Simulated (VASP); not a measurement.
# NbTe6Mo2: relaxation of cell and atoms with PBE

NbTe6Mo2:

```
Nb Te Mo
1.0
     6.46482    0.00000    0.00000
    -3.23241    5.59870    0.00000
     0.00000    0.00000    7.17133
Nb Te Mo
1 6 2
Cartesian
  0.0000 0.0000 0.0000
  4.3099 0.0000 5.3472
  1.0775 1.8662 5.3472
  -2.1549 3.7325 5.3472
  2.1549 0.0000 1.8242
  -1.0775 1.8662 1.8242
  2.1549 3.7325 1.8242
  0.0000 3.7325 0.0000
  3.2324 1.8662 0.0000
```

```yaml
Program: VASP 6.6.1
Task: relaxation of cell and atoms
Functional: PBE
Potentials_or_basis: VASP PAW PBE potentials, release 64 (Nb_sv, Te, Mo_sv)
Cutoff: 600 eV
k_mesh: 3 × 3 × 4
Occupations: gaussian, width 0.1 eV
Spin: no spin polarisation
Dipole_correction: no
Further_INCAR_settings: ALGO = Normal; EDIFF = 1e-06; IBRION = 2; EDIFFG = -0.04; NSW = 90; ISIF = 3
```

| Quantity | Value |
| --- | --- |
| Relaxed volume | 28.12 Å³/atom |
| Relaxed cell | a = 6.172 Å, b = 6.172 Å, c = 7.669 Å, α = 90.00°, β = 90.00°, γ = 120.00° |
| Space group after relaxing (to 0.1 Å) | P-31m (No. 162) |
| Energy gained by relaxing | 45.8 meV/atom |
| Ionic steps | 16 |
| Pressure after relaxing | 0.1 GPa |
| Largest force after relaxing | 0.030 eV/Å |
| Band gap on the k mesh | zero (an odd number of electrons rules out a gap without spin polarisation) |

Forces in eV/Å, atoms in the order of the input:
```
Nb   0.000  0.000  0.000
Te   0.030  0.000 -0.005
Te  -0.015 -0.026 -0.005
Te  -0.015  0.026 -0.005
Te  -0.030  0.000  0.005
Te   0.015 -0.026  0.005
Te   0.015  0.026  0.005
Mo   0.000  0.000  0.000
Mo   0.000  0.000  0.000
```

Step by step:
```csv
step,energy change (eV),largest force (eV/Å),pressure (GPa),volume (Å³)
1,0.0000,0.5179,-4.50,259.56
2,0.0100,1.1449,6.49,230.24
3,-0.2655,0.3318,0.26,244.32
4,-0.3548,0.1032,0.17,242.33
5,-0.3732,0.1016,0.15,240.89
6,-0.3773,0.1057,0.04,241.72
7,-0.3866,0.1242,-0.24,244.21
8,-0.3944,0.1753,-0.71,249.21
9,-0.3960,0.1641,-0.67,249.27
10,-0.3999,0.1352,-0.48,249.47
11,-0.4047,0.1004,-0.08,249.86
12,-0.4014,0.1839,0.75,250.64
13,-0.4055,0.1076,0.18,250.10
14,-0.4066,0.1000,0.17,250.40
15,-0.4094,0.0764,0.14,251.28
16,-0.4126,0.0301,0.10,253.04
```

Final structure:
```cif
data_structure
_symmetry_space_group_name_H-M 'P 1'
_symmetry_Int_Tables_number 1
_cell_length_a 6.1725
_cell_length_b 6.1725
_cell_length_c 7.6692
_cell_angle_alpha 90.000
_cell_angle_beta 90.000
_cell_angle_gamma 120.000
_cell_volume 253.04
loop_
_atom_site_label
_atom_site_type_symbol
_atom_site_fract_x
_atom_site_fract_y
_atom_site_fract_z
_atom_site_occupancy
Nb1 Nb 0.00000 0.00000 0.00000 1
Te1 Te 0.66221 0.00000 0.75844 1
Te2 Te 0.33779 0.33779 0.75844 1
Te3 Te 0.00000 0.66221 0.75844 1
Te4 Te 0.33779 0.00000 0.24156 1
Te5 Te 0.00000 0.33779 0.24156 1
Te6 Te 0.66221 0.66221 0.24156 1
Mo1 Mo 0.33333 0.66667 0.00000 1
Mo2 Mo 0.66667 0.33333 0.00000 1
```

Levels at points of the mesh, in eV from the Fermi level:
```csv
k point,band 37,band 38,band 39,band 40,band 41,band 42
"(0.00, 0.00, 0.00)",-0.49,0.44,0.44,0.58,0.93,0.93
"(0.00, 0.00, 0.50)",-0.50,0.13,0.13,0.60,0.60,0.61
```

It took 22 min on 1 thread of Intel(R) Xeon(R) 6975P-C (Granite Rapids) (shared host), peak memory 0.57 GiB.

Caveat: the k points lie up to 0.39 Å⁻¹ apart in the final cell, too coarse for converged energies and pressures of a metal; spin-orbit coupling is left out, which moves the levels of the heavy elements; this functional lacks dispersion, which binds the layers, so the pressure and a relaxed spacing across them are unreliable.
